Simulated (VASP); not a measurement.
Here is a VASP 6.6.1 calculation.

INCAR

```
PREC = Accurate
ENCUT = 750
EDIFF = 1E-6
ISMEAR = 0
SIGMA = 0.05
LREAL = False
LASPH = True
NELM = 120
ALGO = Normal
ISIF = 2
LWAVE = False
LCHARG = True
GGA = RE
IVDW = 12
LELF = True
LVHAR = True
NBANDS = 13
GGA_COMPAT = False
```

KPOINTS

```
Automatic mesh
0
Gamma
  8 8 8
```

File POSCAR:

```
Li2O
1.0
    0.0000000000      2.2723096409      2.2723096409
    2.2723096409      0.0000000000      2.2723096409
    2.2723096409      2.2723096409      0.0000000000
Li O
2 1
Direct
    0.2500000000      0.2500000000      0.2500000000
    0.7500000000      0.7500000000      0.7500000000
    0.0000000000      0.0000000000      0.0000000000
```

Potentials or basis: VASP PAW PBE potentials, release 64 (Li_sv, O).

Command:

```bash
$ cat potpaw_PBE.64/Li_sv/POTCAR potpaw_PBE.64/O/POTCAR > POTCAR
$ mpirun -np 1 vasp_std > vasp.out
```

Task: Estimate the pressure.

Result: -3.9 GPa.

Task: What does it give for the dispersion energy per atom?

Result: -0.546 eV.

Caveat: the cell stands under tension; the PAW data sets were made with another functional, which shifts forces and pressure a little.
